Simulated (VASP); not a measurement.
# Cd (P6_3/mmc) in VASP: further runs, part 2 of 2

VASP 6.6.1. Earlier steps stand in the parts before.

**4. Single point, RPBE, non-collinear spin, zero start, spin-orbit coupling**

The input, INCAR:

```
SYSTEM = Cd
PREC = Accurate
ENCUT = 520
EDIFF = 1E-6
ISMEAR = 1
SIGMA = 0.1
LREAL = .FALSE.
LASPH = .TRUE.
NELM = 150
ALGO = Fast
ISIF = 2
LWAVE = .FALSE.
LCHARG = .FALSE.
LNONCOLLINEAR = .TRUE.
MAGMOM = 0 0 0 0 0 0
LORBIT = 11
LSORBIT = .TRUE.
GGA_COMPAT = .FALSE.
LORBMOM = .TRUE.
GGA = RP
NBANDS = 36
```

The input, KPOINTS:

```
regular mesh
0
G
  10 10 5
  0 0 0
```

The input, POSCAR:

```
Cd
1.0
    2.9788700000      0.0000000000      0.0000000000
   -1.4894350000      2.5797770946      0.0000000000
    0.0000000000      0.0000000000      5.6176500000
Cd
2
Direct
    0.6666666667      0.3333333333      0.7500000000
    0.3333333333      0.6666666667      0.2500000000
```

Potentials or basis: VASP PAW PBE potentials, release 64 (Cd).

Command:

```bash
> cat potpaw_PBE.64/Cd/POTCAR > POTCAR
> mpirun -np 1 vasp_ncl > vasp.out
```

OUTCAR:

```text
SYSTEM = Cd
   PREC = Accurate
   ENCUT = 520
   EDIFF = 1E-6
   ISMEAR = 1
   LREAL = .FALSE.
   LASPH = .TRUE.
   NELM = 150
   ISIF = 2
   LNONCOLLINEAR = .TRUE.
   LORBIT = 11
   LSORBIT = .TRUE.
   GGA = RP

 ion  position               nearest neighbor table
   1  0.667  0.333  0.750-   2 3.29   2 3.29   2 3.29   2 3.29   2 3.29   2 3.29
   2  0.333  0.667  0.250-   1 3.29   1 3.29   1 3.29   1 3.29   1 3.29   1 3.29

  LATTYP: Found a hexagonal cell.
 ALAT       =     2.9788700000
 C/A-ratio  =     1.8858325472

  Lattice vectors:

 A1 = (   2.9788700000,   0.0000000000,   0.0000000000)
 A2 = (  -1.4894350000,   2.5797770946,   0.0000000000)
 A3 = (   0.0000000000,   0.0000000000,   5.6176500000)

Analysis of symmetry for initial positions (statically):
=====================================================================
 Subroutine PRICEL returns:
 Original cell was already a primitive cell.

 Routine SETGRP: Setting up the symmetry group for a
 hexagonal supercell.

 Subroutine GETGRP returns: Found 24 space group operations
 (whereof 12 operations were pure point group operations)
 out of a pool of 24 trial point group operations.

The static configuration has the point symmetry D_3d.
 The point group associated with its full space group is D_6h.

Analysis of symmetry for dynamics (positions and initial velocities):
=====================================================================
 Subroutine PRICEL returns:
 Original cell was already a primitive cell.

 Routine SETGRP: Setting up the symmetry group for a
 hexagonal supercell.

 Subroutine GETGRP returns: Found 24 space group operations
 (whereof 12 operations were pure point group operations)
 out of a pool of 24 trial point group operations.

The dynamic configuration has the point symmetry D_3d.
 The point group associated with its full space group is D_6h.

Analysis of structural, dynamic, and magnetic symmetry:
=====================================================================
 Subroutine PRICEL returns:
[... 1153 lines left out ...]
  1        -0.000   0.000   0.000
  2         0.000   0.000   0.000
 ----------------------------------------
            0.000   0.000   0.000

 orbital moment (z)

 # of ion     p       d       tot
 ----------------------------------------
  1         0.000   0.000   0.000
  2         0.000   0.000   0.000
 ----------------------------------------
            0.000   0.000   0.000

 Spin-Orbit-Coupling matrix elements

 Ion:    1  E_soc:     -0.0596303
 l=   1
     0.0000000    -0.0026686    -0.0029702
    -0.0026686     0.0000000    -0.0026686
    -0.0029702    -0.0026686     0.0000000
 l=   2
     0.0000000    -0.0014490     0.0000000    -0.0014490    -0.0058219
    -0.0014490     0.0000000    -0.0042327    -0.0014244    -0.0014490
     0.0000000    -0.0042327     0.0000000    -0.0042327     0.0000000
    -0.0014490    -0.0014244    -0.0042327     0.0000000    -0.0014490
    -0.0058219    -0.0014490     0.0000000    -0.0014490     0.0000000
 l=   3
     0.0000000     0.0000000     0.0000000     0.0000000     0.0000000     0.0000000     0.0000000
     0.0000000     0.0000000     0.0000000     0.0000000     0.0000000     0.0000000     0.0000000
     0.0000000     0.0000000     0.0000000     0.0000000     0.0000000     0.0000000     0.0000000
     0.0000000     0.0000000     0.0000000     0.0000000     0.0000000     0.0000000     0.0000000
     0.0000000     0.0000000     0.0000000     0.0000000     0.0000000     0.0000000     0.0000000
     0.0000000     0.0000000     0.0000000     0.0000000     0.0000000     0.0000000     0.0000000
     0.0000000     0.0000000     0.0000000     0.0000000     0.0000000     0.0000000     0.0000000

 Ion:    2  E_soc:     -0.0596303
 l=   1
     0.0000000    -0.0026686    -0.0029702
    -0.0026686     0.0000000    -0.0026686
    -0.0029702    -0.0026686     0.0000000
 l=   2
     0.0000000    -0.0014490     0.0000000    -0.0014490    -0.0058219
    -0.0014490     0.0000000    -0.0042327    -0.0014244    -0.0014490
     0.0000000    -0.0042327     0.0000000    -0.0042327     0.0000000
    -0.0014490    -0.0014244    -0.0042327     0.0000000    -0.0014490
    -0.0058219    -0.0014490     0.0000000    -0.0014490     0.0000000
 l=   3
     0.0000000     0.0000000     0.0000000     0.0000000     0.0000000     0.0000000     0.0000000
     0.0000000     0.0000000     0.0000000     0.0000000     0.0000000     0.0000000     0.0000000
     0.0000000     0.0000000     0.0000000     0.0000000     0.0000000     0.0000000     0.0000000
     0.0000000     0.0000000     0.0000000     0.0000000     0.0000000     0.0000000     0.0000000
     0.0000000     0.0000000     0.0000000     0.0000000     0.0000000     0.0000000     0.0000000
     0.0000000     0.0000000     0.0000000     0.0000000     0.0000000     0.0000000     0.0000000
     0.0000000     0.0000000     0.0000000     0.0000000     0.0000000     0.0000000     0.0000000

 total charge

# of ion       s       p       d       tot
------------------------------------------
    1        0.521   0.312   9.489  10.321
    2        0.521   0.312   9.489  10.321
--------------------------------------------------
tot          1.043   0.623  18.977  20.643

 magnetization (x)

# of ion       s       p       d       tot
------------------------------------------
    1        0.000   0.000   0.000   0.000
    2        0.000   0.000   0.000   0.000
--------------------------------------------------
tot          0.000   0.000   0.000   0.000

 magnetization (y)

# of ion       s       p       d       tot
------------------------------------------
    1       -0.000   0.000  -0.000  -0.000
    2       -0.000   0.000   0.000   0.000
--------------------------------------------------
tot         -0.000   0.000   0.000  -0.000

 magnetization (z)

# of ion       s       p       d       tot
------------------------------------------
    1        0.000   0.000   0.000   0.000
    2        0.000   0.000   0.000   0.000
--------------------------------------------------
tot          0.000   0.000   0.000   0.000
```

OSZICAR:

```text
N       E                     dE             d eps       ncg     rms          rms(c)
DAV:   1     0.204015731545E+03    0.20402E+03   -0.12557E+04  3024   0.135E+03
DAV:   2     0.528897999562E+01   -0.19873E+03   -0.18641E+03  3108   0.376E+02
DAV:   3    -0.736337432746E+00   -0.60253E+01   -0.59972E+01  3508   0.755E+01
DAV:   4    -0.755102431247E+00   -0.18765E-01   -0.18753E-01  3356   0.403E+00
DAV:   5    -0.755159225618E+00   -0.56794E-04   -0.56794E-04  3280   0.194E-01    0.489E+00
RMM:   6    -0.693834932038E+00    0.61324E-01   -0.18705E-01  3068   0.419E+00    0.379E+00
RMM:   7    -0.696847667208E+00   -0.30127E-02   -0.34097E-02  3153   0.156E+00    0.146E+00
RMM:   8    -0.698069460772E+00   -0.12218E-02   -0.53037E-03  3206   0.102E+00    0.360E-01
RMM:   9    -0.698141786175E+00   -0.72325E-04   -0.19108E-04  3268   0.172E-01    0.521E-02
RMM:  10    -0.698251235598E+00   -0.10945E-03   -0.95723E-05  3332   0.117E-01    0.189E-02
RMM:  11    -0.698254391972E+00   -0.31564E-05   -0.13620E-05  3341   0.363E-02    0.352E-03
RMM:  12    -0.698254435459E+00   -0.43487E-07   -0.58720E-07  2196   0.106E-02
   1 F= -.69825444E+00 E0= -.69830124E+00  d E =0.140413E-03  mag=     0.0000     0.0000    -0.0000
```

stdout:

```text
POSCAR found type information on POSCAR Cd
 POSCAR found :  1 types and       2 ions
 scaLAPACK will be used
 -----------------------------------------------------------------------------
|                                                                             |
|                                                                             |
|     You enforced a specific xc type in the INCAR file but a different       |
|     I HOPE YOU KNOW WHAT YOU ARE DOING!                                     |
|                                                                             |
 -----------------------------------------------------------------------------

 LDA part: xc-table for (Slater+PW92), standard interpolation
 POSCAR, INCAR and KPOINTS ok, starting setup
 FFT: planning ... GRIDC
 FFT: planning ... GRID_SOFT
 FFT: planning ... GRID
 WAVECAR not read
 entering main loop
```

It took 61 s on 1 thread of Intel Xeon 6975P-C (Granite Rapids), shared host; peak memory 0.3 GiB.

Results:

```
Free energy                                           : -0.6983 eV
Pressure                                              : 5.8 GPa
Net moment                                            : 0.00 μB per cell
Valence electrons inside the program's atomic spheres : Cd 10.32
```

Moments on the atoms (μB; x, y, z):
```
Cd  0.00 0.00 0.00
Cd  0.00 0.00 0.00
```

Caveat: the PAW data sets were made with another functional, which shifts forces and pressure a little.

**5. Summary**

| task | level | spin | cell | cutoff (eV) | smearing | pressure (GPa) | moment (μB) |
| --- | --- | --- | --- | --- | --- | --- | --- |
| relaxation of cell and atoms | BLYP+D3(BJ) | off | relaxed | 600 | fermi-dirac 0.05 eV | 0.0 | - |
| single point | PBE | non-collinear, zero start, SOC | as given | 520 | fermi-dirac 0.1 eV | 3.1 | 0.00 |
| single point | RPBE | non-collinear, zero start, SOC | as given | 520 | methfessel-paxton 0.1 eV | 5.8 | 0.00 |

Alike in all rows: potentials or basis VASP PAW PBE potentials, release 64 (Cd); k mesh 10 × 10 × 5.

Caveats: the PAW data sets were made with another functional, which shifts forces and pressure a little (some runs); pairwise dispersion overbinds metals, which lowers pressure and volume (some runs).

Total energies depend on the potentials used, so only differences within one code and one set of settings carry meaning.
